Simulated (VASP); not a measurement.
Crystal: KSi4I3.

```
K Si I
1.0
     7.65650    0.00000    0.00000
     0.00000    7.65650    0.00000
     0.00000    0.00000    7.65650
K Si I
1 4 3
Direct
  0.00000 0.00000 0.00000
  0.50000 0.00000 0.00000
  0.00000 0.50000 0.00000
  0.00000 0.00000 0.50000
  0.50000 0.50000 0.50000
  0.00000 0.50000 0.50000
  0.50000 0.00000 0.50000
  0.50000 0.50000 0.00000
```

The cell was built from a structure type or drawn by symmetry, and may not be a known phase.

| Property | Result |
| --- | --- |
| Program | VASP 6.6.1 |
| Task | relaxation of cell and atoms |
| Functional | PBE |
| Potentials or basis | VASP PAW PBE potentials, release 64 (K_sv, Si, I) |
| Cutoff | 600 eV |
| k mesh | 2 × 2 × 2 |
| Occupations | gaussian, width 0.1 eV |
| Spin | no spin polarisation |

At the start: pressure -3.6 GPa; volume 56.11 Å³/atom.

**Question.** Where does the relaxation end?

**Answer.** Over 6 steps the energy falls by 431.6 meV/atom and the volume is 32.94 Å³/atom (-41.3 %); space group Pm-3m (No. 221, to 0.1 Å) before and after.

The path:
```tsv
step	energy change (eV)	largest force (eV/Å)	pressure (GPa)	volume (Å³)
1	0.0000	0.0000	-3.59	448.84
2	-1.7654	0.0000	-3.65	372.11
3	-1.5631	0.0000	11.71	195.23
4	-3.2065	0.0000	-2.05	297.25
5	-3.4384	0.0000	0.65	254.81
6	-3.4529	0.0000	-0.09	263.49
```

Final structure:
```
CELL_PARAMETERS angstrom
6.41095 0.00000 0.00000
0.00000 6.41095 0.00000
0.00000 0.00000 6.41095
ATOMIC_POSITIONS crystal
K 0.00000 0.00000 0.00000
Si 0.50000 0.00000 0.00000
Si 0.00000 0.50000 0.00000
Si 0.00000 0.00000 0.50000
Si 0.50000 0.50000 0.50000
I 0.00000 0.50000 0.50000
I 0.50000 0.00000 0.50000
I 0.50000 0.50000 0.00000
```

Caveat: the k points lie up to 0.49 Å⁻¹ apart in the final cell, too coarse for converged energies and pressures of a metal; the volume moved by over 15 % at a fixed basis, so the end points are rough.
